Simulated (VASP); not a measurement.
PbO2, 3 atoms in the cell. The typed cell holds 3 atoms: a = 3.821 Å, b = 3.821 Å, c = 3.821 Å, α = 60.00°, β = 60.00°, γ = 60.00°.  This cell differs from its parent crystal: atoms moved at random.

```yaml
Program: VASP 6.6.1
Task: relaxation of the atoms
Functional: revpbe exchange, lda correlation
Potentials_or_basis: VASP PAW PBE potentials, release 64 (Pb_d, O)
Cutoff: 520 eV
k_mesh: 7 × 7 × 7
Occupations: gaussian, width 0.1 eV
Spin: no spin polarisation
Dipole_correction: no
Further_INCAR_settings: ALGO = Normal; EDIFF = 1e-07; IBRION = 2; EDIFFG = -0.005; NSW = 80
```

Potentials or basis: VASP PAW PBE potentials, release 64 (Pb_d, O).

Run with:

```sh
$ cat potpaw_PBE.64/Pb_d/POTCAR potpaw_PBE.64/O/POTCAR > POTCAR
$ mpirun -np 1 vasp_std > vasp.out
```

Hardware: 1 thread of Intel(R) Xeon(R) Platinum 8559C (Emerald Rapids), with other jobs on the host.

Estimate the wall time of this run.

It took 4.1 min on 1 thread of Intel(R) Xeon(R) Platinum 8559C (Emerald Rapids) (shared host), peak memory 0.24 GiB. Counts: scf iterations 56, k points 172, ion steps 7.
